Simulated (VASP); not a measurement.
Wanted: the native input for a VASP 6.6.1 run.

* Task: single point
* Functional: PBEsol
* Potentials or basis: VASP PAW PBE potentials, release 64 (Ni)
* Cutoff: 520 eV
* k mesh: 20 × 20 × 20
* Occupations: fermi-dirac, width 0.05 eV
* Spin: collinear spin, ferromagnetic start
* Starting moments: [1.0] μB
* Dipole correction: no
* Further INCAR settings: ALGO = Normal; EDIFF = 1e-06; NBANDS = 15

The structure of Ni lies in POSCAR:

```
Ni
1.0
    0.0000000000      1.6593751939      1.6593751939
    1.6593751939      0.0000000000      1.6593751939
    1.6593751939      1.6593751939      0.0000000000
Ni
1
Direct
    0.0000000000      0.0000000000      0.0000000000
```

This cell differs from its parent crystal: volume scaled by 0.88.

One way to write it, as run:

INCAR

```
SYSTEM = Ni
ALGO = Normal
EDIFF = 1E-6
ENCUT = 520
GGA = PS
ISIF = 2
ISMEAR = -1
ISPIN = 2
LASPH = .True.
LCHARG = .False.
LMAXMIX = 4
LORBIT = 11
LREAL = .False.
LWAVE = .False.
MAGMOM = 1
NBANDS = 15
NELM = 150
PREC = Accurate
SIGMA = 0.05
```

KPOINTS

```
k-points
0
Gamma
  20 20 20
  0 0 0
```

Potentials or basis: VASP PAW PBE potentials, release 64 (Ni).

Command:

```sh
$ cat potpaw_PBE.64/Ni/POTCAR > POTCAR
$ mpirun -np 1 vasp_std > vasp.out
```

It gave:

| Quantity | Value |
| --- | --- |
| Pressure | 39.6 GPa |
| Net moment | 0.60 μB per cell |
| Site moments | Ni +0.59 μB |
| Valence electrons inside the program's atomic spheres | Ni 9.69 |

Caveat: the PAW data sets were made with another functional, which shifts forces and pressure a little.

Wall time 34 s on 1 thread of Intel(R) Xeon(R) 6975P-C (Granite Rapids) (shared host), peak memory 0.16 GiB.
